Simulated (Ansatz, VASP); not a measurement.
# AgCl in VASP and in Ansatz

```
Ag Cl
1.0
     0.00000    2.64170    2.67731
     2.64170    0.00000    2.67731
     2.64170    2.64170    0.00000
Ag Cl
1 1
Direct
  0.50927 0.49073 0.50927
  0.97180 0.02820 0.97180
```

Change from the starting cell: mode 5 frozen in at -0.151 Å, equal normal strain along x and y -0.0133.

Alike in both runs: task single point; functional LDA; k mesh 10 × 10 × 10; occupations gaussian, width 0.05 eV; no spin polarisation.

|  | VASP | Ansatz |
| --- | --- | --- |
| version | VASP 6.6.1 | Ansatz 0.2.0 |
| potentials or method | VASP PAW LDA potentials, release 64 (Ag, Cl), cutoff 520 eV | scalar-relativistic, plane waves, PAW |
| valence electrons in the cell | 18 | 26 |

```csv
,VASP,Ansatz,Ansatz less VASP
gap on the k mesh at the Fermi level (eV),0.71,0.68,-0.027
least direct gap on the mesh (eV),2.75,2.72,-0.030
pressure (GPa),3.2,3.1,-0.04
"traceless stress, the component that is largest in VASP (GPa)",2.72,2.70,-0.019
rms of the force components (eV/Å),0.322,0.319,-0.0026
```

LDA's correlation is that of Perdew and Zunger in VASP and of Perdew and Wang (1992) in Ansatz. Atom by atom the forces differ by 0.003 eV/Å (rms over components). VASP's potentials hold 18 valence electrons a cell and Ansatz's 26, so a difference there can come from the potentials and not from the codes.
